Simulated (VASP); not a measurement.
# Ga (Pm-3n) in VASP: single point with revPBE

Aim: the single point of Ga with revPBE.

Program: VASP 6.6.1. These are calculated values, not measurements. Logs are shortened: lines on timing, memory, paths and dates and some standing lists are left out, and cuts for length are marked.

## 1. The cell of the first run

Symmetry: Pm-3n, No. 223, cubic system. The conventional cell has a = 5.431 Å, b = 5.431 Å, c = 5.431 Å, α = 90.00°, β = 90.00°, γ = 90.00°. Ga (site symmetry m-3) has 12 Ga at 3.04 Å within 4.0 Å. Ga (site symmetry -4m2) has 14 Ga at 2.72 to 3.33 Å within 3.6 Å.

## 2. Single point, revPBE

Contents of INCAR:

```
SYSTEM = Ga
PREC = Accurate
ENCUT = 520
EDIFF = 1E-6
ISMEAR = -1
SIGMA = 0.1
LREAL = .FALSE.
LASPH = .TRUE.
NELM = 80
ALGO = Normal
ISIF = 2
LWAVE = .FALSE.
LCHARG = .TRUE.
GGA = RE
LELF = .TRUE.
LVHAR = .TRUE.
NBANDS = 62
```

Contents of KPOINTS:

```
Automatic mesh
0
G
  6 6 6
  0 0 0
```

Contents of POSCAR:

```
Ga
1.0
    5.4308846513      0.0000000000      0.0000000000
    0.0000000000      5.4308846513      0.0000000000
    0.0000000000      0.0000000000      5.4308846513
Ga
8
Direct
    0.0000000000      1.0000000000      1.0000000000
    0.5000000000      0.5000000000      0.5000000000
    0.2500000000      0.0000000000      0.5000000000
    0.7500000000      0.0000000000      0.5000000000
    0.5000000000      0.2500000000      1.0000000000
    0.5000000000      0.7500000000      0.0000000000
    1.0000000000      0.5000000000      0.2500000000
    1.0000000000      0.5000000000      0.7500000000
```

Potentials or basis: VASP PAW PBE potentials, release 64 (Ga_d).

The run is started by

```console
> cat potpaw_PBE.64/Ga_d/POTCAR > POTCAR
> mpirun -np 1 vasp_std > vasp.out
```

OUTCAR:

```text
SYSTEM = Ga
   PREC = Accurate
   ENCUT = 520
   EDIFF = 1E-6
   ISMEAR = -1
   LREAL = .FALSE.
   LASPH = .TRUE.
   NELM = 80
   ISIF = 2
   GGA = RE

 ion  position               nearest neighbor table
   1  0.000  0.000  0.000-
   2  0.500  0.500  0.500-
   3  0.250  0.000  0.500-   4 2.72   4 2.72
   4  0.750  0.000  0.500-   3 2.72   3 2.72
   5  0.500  0.250  0.000-   6 2.72   6 2.72
   6  0.500  0.750  0.000-   5 2.72   5 2.72
   7  0.000  0.500  0.250-   8 2.72   8 2.72
   8  0.000  0.500  0.750-   7 2.72   7 2.72

  LATTYP: Found a simple cubic cell.
 ALAT       =     5.4308846513

  Lattice vectors:

 A1 = (   5.4308846513,   0.0000000000,   0.0000000000)
 A2 = (   0.0000000000,   5.4308846513,   0.0000000000)
 A3 = (   0.0000000000,   0.0000000000,   5.4308846513)

Analysis of symmetry for initial positions (statically):
=====================================================================
 Subroutine PRICEL returns:
 Original cell was already a primitive cell.

 Routine SETGRP: Setting up the symmetry group for a
 simple cubic supercell.

 Subroutine GETGRP returns: Found 48 space group operations
 (whereof 24 operations were pure point group operations)
 out of a pool of 48 trial point group operations.

The static configuration has the point symmetry T_h .
 The point group associated with its full space group is O_h .

Analysis of symmetry for dynamics (positions and initial velocities):
=====================================================================
 Subroutine PRICEL returns:
 Original cell was already a primitive cell.

 Routine SETGRP: Setting up the symmetry group for a
 simple cubic supercell.

 Subroutine GETGRP returns: Found 48 space group operations
 (whereof 24 operations were pure point group operations)
 out of a pool of 48 trial point group operations.

The dynamic configuration has the point symmetry T_h .
 The point group associated with its full space group is O_h .

 Subroutine INISYM returns: Found 48 space group operations
 (whereof 24 operations are pure point group operations),
 and found     1 'primitive' translations

----------------------------------------------------------------------------------------

                                     Primitive cell

  volume of cell :     160.1813

  direct lattice vectors                    reciprocal lattice vectors
     5.430884651  0.000000000  0.000000000     0.184132064  0.000000000  0.000000000
     0.000000000  5.430884651  0.000000000     0.000000000  0.184132064  0.000000000
     0.000000000  0.000000000  5.430884651     0.000000000  0.000000000  0.184132064

  length of vectors
     5.430884651  5.430884651  5.430884651     0.184132064  0.184132064  0.184132064

  position of ions in fractional coordinates (direct lattice)
     0.000000000  0.000000000  0.000000000
     0.500000000  0.500000000  0.500000000
     0.250000000  0.000000000  0.500000000
     0.750000000  0.000000000  0.500000000
     0.500000000  0.250000000  0.000000000
     0.500000000  0.750000000  0.000000000
     0.000000000  0.500000000  0.250000000
     0.000000000  0.500000000  0.750000000

  ion indices of the primitive-cell ions
   primitive index   ion index
                 1           1
                 2           2
                 3           3
                 4           4
                 5           5
                 6           6
                 7           7
                 8           8

----------------------------------------------------------------------------------------

 KPOINTS: Automatic mesh

Automatic generation of k-mesh.
 Grid dimensions read from file:
 generate k-points for:    6    6    6

 Generating k-lattice:

  Cartesian coordinates                     Fractional coordinates (reciprocal lattice)
     0.030688677  0.000000000  0.000000000     0.166666667  0.000000000  0.000000000
     0.000000000  0.030688677  0.000000000     0.000000000  0.166666667  0.000000000
     0.000000000  0.000000000  0.030688677     0.000000000  0.000000000  0.166666667

  Length of vectors
     0.030688677  0.030688677  0.030688677

  Shift w.r.t. Gamma in fractional coordinates (k-lattice)
     0.000000000  0.000000000  0.000000000

 Subroutine IBZKPT returns following result:
 ===========================================

 Found     20 irreducible k-points:

 Following reciprocal coordinates:
            Coordinates               Weight
  0.000000  0.000000  0.000000      1.000000
  0.166667  0.000000  0.000000      6.000000
  0.333333  0.000000  0.000000      6.000000
  0.500000  0.000000  0.000000      3.000000
  0.166667  0.166667  0.000000     12.000000
  0.333333  0.166667  0.000000     24.000000
[... 12 lines left out ...]
  0.500000  0.500000  0.333333      6.000000
  0.500000  0.500000  0.500000      1.000000
   k-points           NKPTS =     20   k-points in BZ     NKDIM =     20   number of bands    NBANDS=     62
   number of dos      NEDOS =    301   number of ions     NIONS =      8
   total plane-waves  NPLWV =  64000
   dimension x,y,z NGX =    40 NGY =   40 NGZ =   40
   dimension x,y,z NGXF=    80 NGYF=   80 NGZF=   80
   ions per type =               8
   NGX,Y,Z   is equivalent  to a cutoff of  12.24, 12.24, 12.24 a.u.
   NGXF,Y,Z  is equivalent  to a cutoff of  24.49, 24.49, 24.49 a.u.
 SYSTEM =  Ga
   PREC   = accura    normal or accurate (medium, high low for compatibility)
   ISTART =      0    job   : 0-new  1-cont  2-samecut
   ICHARG =      2    charge: 1-file 2-atom 10-const
   ISPIN  =      1    spin polarized calculation?
   LNONCOLLINEAR =      F non collinear calculations
   LSORBIT =      F    spin-orbit coupling
   LASPH  =      T    aspherical Exc in radial PAW
   ENCUT  =  520.0 eV  38.22 Ry    6.18 a.u.  10.10 10.10 10.10*2*pi/ulx,y,z
   NELM   =     80;   NELMIN=  2; NELMDL= -5     # of ELM steps
   EDIFF  = 0.1E-05   stopping-criterion for ELM
   LREAL  =      F    real-space projection
   EDIFFG = 0.1E-04   stopping-criterion for IOM
   NSW    =      0    number of steps for IOM
   IBRION =     -1    ionic relax: 0-MD 1-quasi-New 2-CG
   NFREE  =      0    steps in history (QN), initial steepest desc. (CG)
   ISIF   =      2    stress and relaxation
   ISYM   =      2    0-nonsym 1-usesym 2-fastsym
   POTIM  = 0.5000    time-step for ionic-motion
   TEBEG  =    0.0;   TEEND  =   0.0 temperature during run
   PSTRESS=    0.0 pullay stress
   NELECT =     104.0000    total number of electrons
   NUPDOWN=      -1.0000    fix difference up-down
   EMIN   =  10.00;   EMAX   =-10.00  energy-range for DOS
   EFERMI =   0.00;   METHOD = LEGACY
   ISMEAR =    -1;   SIGMA  =   0.10  broadening in eV -4-tet -1-fermi 0-gaus
   EFERMI_NEDOS =   21; number of points for ismear=-14 and -15
   IALGO  =     38    algorithm
   IMIX   =      4    mixing-type and parameters
     AMIX     =   0.40;   BMIX     =  1.00
     AMIX_MAG =   1.60;   BMIX_MAG =  1.00
  volume/ion in A,a.u.               =      20.02       135.12
  Fermi-wavevector in a.u.,A,eV,Ry     =   1.417584  2.678845 27.341498  2.009543
  Thomas-Fermi vector in A             =   2.538799
   LORBIT       =      0    0 simple, 1 ext, 2 COOP (PROOUT), +10 PAW based schemes
   GGA     = RE    functional components
   LHFCALC =     F    Hartree Fock is set to
   AEXX    =    0.0000 exact exchange contribution
   IVDW    =     0    specifies the selected vdW correction
   LEPSILON=     F    determine dielectric tensor
   LRPA    =     F    only Hartree local field effects (RPA)
 non-spin polarized calculation
  energy-cutoff  :      520.00
  volume of cell :      160.18
 maximum number of plane-waves:      4337
   NGX = 21   NGY = 21   NGZ = 21

 number of electron     104.0000217 magnetization

 Free energy of the ion-electron system (eV)
  ---------------------------------------------------
  ext. energy  EPLUGINS =         0.00000000
  ---------------------------------------------------
  free energy    TOTEN  =       -20.57382796 eV

  energy without entropy =      -20.44016191  energy(sigma->0) =      -20.50699493

 E-fermi :   5.0979     XC(G=0): -10.6194

 val. band max:        5.0457554614   @ k =   0.3333   0.1667   0.0000
 cond. band min:       5.1064642941   @ k =   0.5000   0.3333   0.1667
 fundamental gap:      0.0607088327
 Fermi energy:         5.0978853374

 k-point     1 :       0.0000    0.0000    0.0000
  band No.  band energies     occupation
      1      -9.9490      2.00000
      2      -9.9490      2.00000
      3      -9.9452      2.00000
      4      -9.8419      2.00000
      5      -9.8419      2.00000
      6      -9.8419      2.00000
[... 54 lines left out ...]
     61      10.1170      0.00000
     62      10.1171      0.00000

 k-point     2 :       0.1667    0.0000    0.0000
  band No.  band energies     occupation
      1      -9.9479      2.00000
      2      -9.9455      2.00000
      3      -9.9197      2.00000
      4      -9.8549      2.00000
      5      -9.8352      2.00000
      6      -9.8352      2.00000
[... 54 lines left out ...]
     61       8.9321      0.00000
     62       8.9321      0.00000

 k-point     3 :       0.3333    0.0000    0.0000
  band No.  band energies     occupation
      1      -9.9452      2.00000
      2      -9.9434      2.00000
      3      -9.8682      2.00000
      4      -9.8562      2.00000
      5      -9.8230      2.00000
      6      -9.8230      2.00000
[... 1094 lines left out ...]
     61       9.1137      0.00000
     62       9.2320      0.00000

 k-point    20 :       0.5000    0.5000    0.5000
  band No.  band energies     occupation
      1      -9.8122      2.00000
      2      -9.8122      2.00000
      3      -9.8122      2.00000
      4      -9.8122      2.00000
      5      -9.8109      2.00000
      6      -9.8109      2.00000
[... 54 lines left out ...]
     61       9.1473      0.00000
     62       9.1473      0.00000

------------------------ aborting loop because EDIFF is reached ----------------------------------------

  FORCE on cell =-STRESS in cart. coord.  units (eV):
  Direction    XX          YY          ZZ          XY          YZ          ZX
  --------------------------------------------------------------------------------------
  -------------------------------------------------------------------------------------
  Total       -0.0159809     -0.0159809     -0.0159809      0.0000000      0.0000000     -0.0000000
  in kB       -0.1598454     -0.1598454     -0.1598454      0.0000000      0.0000000     -0.0000000
  external PRESSURE =      -0.1598454 kB  Pullay stress =       0.0000000 kB

 VOLUME and BASIS-vectors are now :
 -----------------------------------------------------------------------------
  energy-cutoff  :      520.00
  volume of cell :      160.18
      direct lattice vectors                 reciprocal lattice vectors
     5.430884651  0.000000000  0.000000000     0.184132064  0.000000000  0.000000000
     0.000000000  5.430884651  0.000000000     0.000000000  0.184132064  0.000000000
     0.000000000  0.000000000  5.430884651     0.000000000  0.000000000  0.184132064

 POSITION                                       TOTAL-FORCE (eV/Angst)
 -----------------------------------------------------------------------------------
      0.00000      0.00000      0.00000        -0.000000     -0.000000     -0.000000
      2.71544      2.71544      2.71544        -0.000000     -0.000000     -0.000000
      1.35772      0.00000      2.71544         0.000000      0.000000      0.000000
      4.07316      0.00000      2.71544        -0.000000     -0.000000     -0.000000
      2.71544      1.35772      0.00000        -0.000000      0.000000      0.000000
      2.71544      4.07316      0.00000        -0.000000     -0.000000     -0.000000
      0.00000      2.71544      1.35772         0.000000      0.000000      0.000000
      0.00000      2.71544      4.07316        -0.000000      0.000000     -0.000000
 -----------------------------------------------------------------------------------
    total drift:                               -0.000000     -0.000000     -0.000000

  FREE ENERGIE OF THE ION-ELECTRON SYSTEM (eV)
  ---------------------------------------------------
  free  energy   TOTEN  =       -20.5738279566 eV

  energy  without entropy=      -20.4401619089  energy(sigma->0) =      -20.50699493
```

Wall time 3.5 min (1 thread of Intel Xeon 8259CL, shared host); peak memory 0.31 GiB.

What came out:

| Property | Result |
| --- | --- |
| Free energy | -20.5738 eV |
| Pressure | 0.0 GPa |
| Band gap on the k mesh | zero (bands 52 and 53 overlap by 3.43 eV) |

Caveat: the PAW data sets were made with another functional, which shifts forces and pressure a little.

The gap in the log of VASP goes by the Fermi energy; the results here count the filled bands.